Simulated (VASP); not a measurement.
Wanted: the native input for a VASP 6.6.1 run.

```
Task                   : single point
Functional             : PBE
Potentials or basis    : VASP PAW PBE potentials, release 64 (Ta_pv)
Cutoff                 : 520 eV
k mesh                 : 18 × 18 × 18
Occupations            : gaussian, width 0.1 eV
Spin                   : no spin polarisation
Dipole correction      : no
Further INCAR settings : ALGO = Normal; EDIFF = 1e-06; NBANDS = 12
```

The structure of Ta lies in POSCAR:

```
Ta
1.0
   -1.6426321103      1.6426321103      1.6426321103
    1.6426321103     -1.6426321103      1.6426321103
    1.6426321103      1.6426321103     -1.6426321103
Ta
1
Direct
    0.0000000000      0.0000000000      0.0000000000
```

This cell differs from its parent crystal: volume scaled by 0.97.

These files were run (other wordings do the same):

INCAR

```
PREC = Accurate ; ENCUT = 520
EDIFF = 1E-6 ; ISMEAR = 0
SIGMA = 0.1 ; LREAL = False
LASPH = True ; NELM = 80
ALGO = Normal ; ISIF = 2
LWAVE = False ; LCHARG = False
GGA = PE ; NBANDS = 12
```

KPOINTS

```
Automatic mesh
0
Gamma
  18 18 18
```

Potentials or basis: VASP PAW PBE potentials, release 64 (Ta_pv).

Launch:

```console
$ cat potpaw_PBE.64/Ta_pv/POTCAR > POTCAR
$ mpirun -np 1 vasp_std > vasp.out
```

It gave:

| Property | Result |
| --- | --- |
| Pressure | 6.4 GPa |

It took 10 s on 1 thread of Intel(R) Xeon(R) 6975P-C (Granite Rapids), with other jobs on the host, peak memory 0.17 GiB.
